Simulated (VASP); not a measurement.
# BiTe (I4mm) in VASP: a series of runs

BiTe is run at these levels: r2SCAN; tasks: single point.

Program: VASP 6.6.1. These are calculated values, not measurements. Logs are shortened: lines on timing, memory, paths and dates and some standing lists are left out, and cuts for length are marked.

## 1. The cell of the first run

It takes space group I4mm (No. 107, tetragonal). The conventional cell has a = 4.575 Å, b = 4.575 Å, c = 6.470 Å, α = 90.00°, β = 90.00°, γ = 90.00°. Bi (site symmetry 4mm) has 6 Te at 3.03 to 3.44 Å within 4.0 Å. Te (site symmetry 4mm) has 6 Bi at 3.03 to 3.44 Å within 4.0 Å.

## 2. Single point, r2SCAN (all Bi atoms moved -0.200 Å, as atom 1 along Cartesian [1 0 0])

Contents of POSCAR:

```
BiTe
1.0
    0.0000000000      3.2350000000      3.2350000000
    3.2350000000      0.0000000000      3.2350000000
    3.2350000000      3.2350000000      0.0000000000
Bi Te
1 1
Direct
    0.0309119011     -0.0309119011     -0.0309119011
    0.5000000000      0.5000000000      0.5000000000
```

Contents of INCAR.step1:

```
SYSTEM = BiTe
PREC = Accurate
ENCUT = 520
ISMEAR = 0
SIGMA = 0.15
LREAL = .False.
LASPH = .True.
NELM = 60
NBANDS = 18
GGA = PE
ALGO = Normal
EDIFF = 1E-4
LWAVE = .True.
LCHARG = .False.
```

Contents of INCAR.step2:

```
SYSTEM = BiTe
PREC = Accurate
ENCUT = 520
EDIFF = 1E-6
ISMEAR = 0
SIGMA = 0.15
LREAL = .False.
LASPH = .True.
NELM = 60
ALGO = Normal
ISIF = 2
LWAVE = .False.
LCHARG = .False.
METAGGA = R2SCAN
LMIXTAU = .True.
NBANDS = 18
ISTART = 1
```

Contents of KPOINTS:

```
regular mesh
0
Gamma
  14 14 14
  0 0 0
```

Potentials or basis: VASP PAW PBE potentials, release 64 (Bi_d, Te).

Started as:

```
$ cat potpaw_PBE.64/Bi_d/POTCAR potpaw_PBE.64/Te/POTCAR > POTCAR
$ cp INCAR.step1 INCAR
$ mpirun -np 1 vasp_std > vasp.out
$ cp INCAR.step2 INCAR
$ mpirun -np 1 vasp_std > vasp.out
```

OUTCAR:

```text
SYSTEM = BiTe
   PREC = Accurate
   ENCUT = 520
   EDIFF = 1E-6
   ISMEAR = 0
   LREAL = .False.
   LASPH = .True.
   NELM = 60
   ISIF = 2
   METAGGA = R2SCAN
   ISTART = 1

 ion  position               nearest neighbor table
   1  0.031  0.969  0.969-   2 3.03   2 3.24   2 3.24   2 3.24   2 3.24   2 3.44
   2  0.500  0.500  0.500-   1 3.03   1 3.24   1 3.24   1 3.24   1 3.24   1 3.44

  LATTYP: Found a face centered cubic cell.
 ALAT       =     6.4700000000

  Lattice vectors:

 A1 = (   0.0000000000,   3.2350000000,   3.2350000000)
 A2 = (   3.2350000000,   0.0000000000,   3.2350000000)
 A3 = (   3.2350000000,   3.2350000000,   0.0000000000)

Analysis of symmetry for initial positions (statically):
=====================================================================
 Subroutine PRICEL returns:
 Original cell was already a primitive cell.

 Routine SETGRP: Setting up the symmetry group for a
 face centered cubic supercell.

 Subroutine GETGRP returns: Found  8 space group operations
 (whereof  8 operations were pure point group operations)
 out of a pool of 48 trial point group operations.

The static configuration has the point symmetry C_4v.

Analysis of symmetry for dynamics (positions and initial velocities):
=====================================================================
 Subroutine PRICEL returns:
 Original cell was already a primitive cell.

 Routine SETGRP: Setting up the symmetry group for a
 face centered cubic supercell.

 Subroutine GETGRP returns: Found  8 space group operations
 (whereof  8 operations were pure point group operations)
 out of a pool of 48 trial point group operations.

The dynamic configuration has the point symmetry C_4v.

 Subroutine INISYM returns: Found  8 space group operations
 (whereof  8 operations are pure point group operations),
 and found     1 'primitive' translations

----------------------------------------------------------------------------------------

                                     Primitive cell

  volume of cell :      67.7100

  direct lattice vectors                    reciprocal lattice vectors
     0.000000000  3.235000000  3.235000000    -0.154559505  0.154559505  0.154559505
     3.235000000  0.000000000  3.235000000     0.154559505 -0.154559505  0.154559505
     3.235000000  3.235000000  0.000000000     0.154559505  0.154559505 -0.154559505

  length of vectors
     4.574980874  4.574980874  4.574980874     0.267704916  0.267704916  0.267704916

  position of ions in fractional coordinates (direct lattice)
[... 79 lines left out ...]
   EDIFF  = 0.1E-05   stopping-criterion for ELM
   LREAL  =      F    real-space projection
   EDIFFG = 0.1E-04   stopping-criterion for IOM
   NSW    =      0    number of steps for IOM
   IBRION =     -1    ionic relax: 0-MD 1-quasi-New 2-CG
   NFREE  =      0    steps in history (QN), initial steepest desc. (CG)
   ISIF   =      2    stress and relaxation
   ISYM   =      2    0-nonsym 1-usesym 2-fastsym
   POTIM  = 0.5000    time-step for ionic-motion
   TEBEG  =    0.0;   TEEND  =   0.0 temperature during run
   PSTRESS=    0.0 pullay stress
   NELECT =      21.0000    total number of electrons
   NUPDOWN=      -1.0000    fix difference up-down
   EMIN   =  10.00;   EMAX   =-10.00  energy-range for DOS
   EFERMI =   0.00;   METHOD = LEGACY
   ISMEAR =     0;   SIGMA  =   0.15  broadening in eV -4-tet -1-fermi 0-gaus
   EFERMI_NEDOS =   21; number of points for ismear=-14 and -15
   IALGO  =     38    algorithm
   IMIX   =      4    mixing-type and parameters
     AMIX     =   0.40;   BMIX     =  1.00
     AMIX_MAG =   1.60;   BMIX_MAG =  1.00
  volume/ion in A,a.u.               =      33.86       228.46
  Fermi-wavevector in a.u.,A,eV,Ry     =   1.108146  2.094092 16.707785  1.227988
  Thomas-Fermi vector in A             =   2.244669
   LORBIT       =      0    0 simple, 1 ext, 2 COOP (PROOUT), +10 PAW based schemes
   METAGGA = R2SCAN    functional components
   LHFCALC =     F    Hartree Fock is set to
   AEXX    =    0.0000 exact exchange contribution
   IVDW    =     0    specifies the selected vdW correction
   LEPSILON=     F    determine dielectric tensor
   LRPA    =     F    only Hartree local field effects (RPA)
 non-spin polarized calculation
 Gauss-broadening in eV      SIGMA  =   0.15
  energy-cutoff  :      520.00
  volume of cell :       67.71
 maximum number of plane-waves:      1845
 NGX is ok and might be reduce to    36
   NGX = 17   NGY = 17   NGZ = 17

 number of electron      21.0000001 magnetization

 Free energy of the ion-electron system (eV)
  ---------------------------------------------------
  ext. energy  EPLUGINS =         0.00000000
  ---------------------------------------------------
  free energy    TOTEN  =       -83.98260742 eV

  energy without entropy =      -83.96696090  energy(sigma->0) =      -83.97478416

 E-fermi :   6.6906     XC(G=0):  -9.9925

 val. band max:        6.6897522276   @ k =   0.2143   0.1429   0.0714
 cond. band min:       6.6984105113   @ k =   0.0000   0.2857   0.1429
 fundamental gap:      0.0086582837
 Fermi energy:         6.6906347965

 k-point     1 :       0.0000    0.0000    0.0000
  band No.  band energies     occupation
      1     -17.3143      2.00000
      2     -17.2967      2.00000
      3     -17.2967      2.00000
      4     -17.2826      2.00000
      5     -17.2775      2.00000
      6      -7.6023      2.00000
[... 481 lines left out ...]
      5     -17.2726      2.00000
      6      -5.8295      2.00000
[... 10 lines left out ...]
     17      15.7484      0.00000
     18      16.8619      0.00000

 [... further k-points ...]

------------------------ aborting loop because EDIFF is reached ----------------------------------------

  FORCE on cell =-STRESS in cart. coord.  units (eV):
  Direction    XX          YY          ZZ          XY          YZ          ZX
  --------------------------------------------------------------------------------------
  -------------------------------------------------------------------------------------
  Total        0.5154259      0.1831427      0.1831427      0.0000000      0.0000000     -0.0000000
  in kB       12.1961840      4.3335855      4.3335855      0.0000000      0.0000000     -0.0000000
  external PRESSURE =       6.9544517 kB  Pullay stress =       0.0000000 kB

 VOLUME and BASIS-vectors are now :
 -----------------------------------------------------------------------------
  energy-cutoff  :      520.00
  volume of cell :       67.71
      direct lattice vectors                 reciprocal lattice vectors
     0.000000000  3.235000000  3.235000000    -0.154559505  0.154559505  0.154559505
     3.235000000  0.000000000  3.235000000     0.154559505 -0.154559505  0.154559505
     3.235000000  3.235000000  0.000000000     0.154559505  0.154559505 -0.154559505

 POSITION                                       TOTAL-FORCE (eV/Angst)
 -----------------------------------------------------------------------------------
      6.27000      3.23500      3.23500         0.532289      0.000000      0.000000
      3.23500      3.23500      3.23500        -0.532289      0.000000      0.000000
 -----------------------------------------------------------------------------------
    total drift:                               -0.000729     -0.000000     -0.000000

  FREE ENERGIE OF THE ION-ELECTRON SYSTEM (eV)
  ---------------------------------------------------
  free  energy   TOTEN  =       -83.9826074198 eV

  energy  without entropy=      -83.9669608980  energy(sigma->0) =      -83.97478416
```

Run time: 10 min. Hardware: 1 thread of AMD EPYC 9R45 (Zen 5), shared host; peak memory 0.41 GiB.

Results:

```yaml
Free_energy: -83.9826 eV
Pressure: 0.7 GPa
Largest_force: 0.532 eV/Å
Band_gap_on_the_k_mesh: zero (an odd number of electrons rules out a gap without spin polarisation)
```

Forces in eV/Å, atoms in the order of the input:
```
Bi   0.532  0.000  0.000
Te  -0.532  0.000  0.000
```

Caveat: the cell differs from its parent crystal (all Bi atoms moved -0.200 Å, as atom 1 along Cartesian [1 0 0]); the PAW data sets were made with another functional, which shifts forces and pressure a little; spin-orbit coupling is left out, which moves the levels of the heavy elements; an odd number of electrons without spin polarisation forces a metal; a magnetic or distorted state may lie lower.

## 3. Single point, r2SCAN (all Bi atoms moved +0.150 Å, as atom 1 along Cartesian [1 0 0])

POSCAR, as its differences from that of step 2:

```diff
@@ -8,3 +8,3 @@
 Direct
-    0.0309119011     -0.0309119011     -0.0309119011
+   -0.0231839258      0.0231839258      0.0231839258
     0.5000000000      0.5000000000      0.5000000000
```

Contents of INCAR.step1:

```
SYSTEM = BiTe
  ALGO = Normal
  EDIFF = 1E-4
  ENCUT = 520
  GGA = PE
  ISMEAR = 0
  LASPH = .TRUE.
  LCHARG = .FALSE.
  LREAL = .FALSE.
  LWAVE = .TRUE.
  NBANDS = 18
  NELM = 60
  PREC = Accurate
  SIGMA = 0.15
```

Contents of INCAR.step2:

```
SYSTEM = BiTe
  ALGO = Normal
  EDIFF = 1E-6
  ENCUT = 520
  ISIF = 2
  ISMEAR = 0
  ISTART = 1
  LASPH = .TRUE.
  LCHARG = .FALSE.
  LMIXTAU = .TRUE.
  LREAL = .FALSE.
  LWAVE = .FALSE.
  METAGGA = R2SCAN
  NBANDS = 18
  NELM = 60
  PREC = Accurate
  SIGMA = 0.15
```

Contents of KPOINTS:

```
k-points
0
G
  14 14 14
  0 0 0
```

Potentials or basis: VASP PAW PBE potentials, release 64 (Bi_d, Te).

Started as:

```
$ cat potpaw_PBE.64/Bi_d/POTCAR potpaw_PBE.64/Te/POTCAR > POTCAR
$ cp INCAR.step1 INCAR
$ mpirun -np 1 vasp_std > vasp.out
$ cp INCAR.step2 INCAR
$ mpirun -np 1 vasp_std > vasp.out
```

Run time: 10 min. Hardware: 1 thread of AMD EPYC 9R45 (Zen 5), shared host; peak memory 0.41 GiB.

Results (log left out):

```yaml
Free_energy: -84.0057 eV
Pressure: 0.4 GPa
Largest_force: 0.393 eV/Å
Band_gap_on_the_k_mesh: zero (an odd number of electrons rules out a gap without spin polarisation)
```

Forces in eV/Å, atoms in the order of the input:
```
Bi  -0.393  0.000  0.000
Te   0.393  0.000  0.000
```

Stress tensor (GPa, compression positive):
```
0.67 0.00 0.00
0.00 0.21 0.00
0.00 0.00 0.21
```

Levels at points of the mesh, in eV from the Fermi level:
| k point | band 8 | band 9 | band 10 | band 11 | band 12 | band 13 |
| --- | --- | --- | --- | --- | --- | --- |
| (0.00, 0.00, 0.00) | -2.93 | -2.84 | -2.84 | 2.07 | 2.07 | 2.23 |
| (0.50, 0.00, 0.00) | -2.36 | -2.20 | -1.76 | -0.73 | -0.71 | -0.55 |
| (0.50, 0.50, 0.00) | -6.03 | -4.38 | -4.33 | 2.18 | 3.76 | 3.94 |
| (0.00, 0.50, 0.50) | -5.97 | -4.37 | -4.37 | 2.45 | 3.71 | 3.71 |

Caveat: the cell differs from its parent crystal (all Bi atoms moved +0.150 Å, as atom 1 along Cartesian [1 0 0]); the PAW data sets were made with another functional, which shifts forces and pressure a little; spin-orbit coupling is left out, which moves the levels of the heavy elements; an odd number of electrons without spin polarisation forces a metal; a magnetic or distorted state may lie lower.

The gap in the log of VASP goes by the Fermi energy; the results here count the filled bands.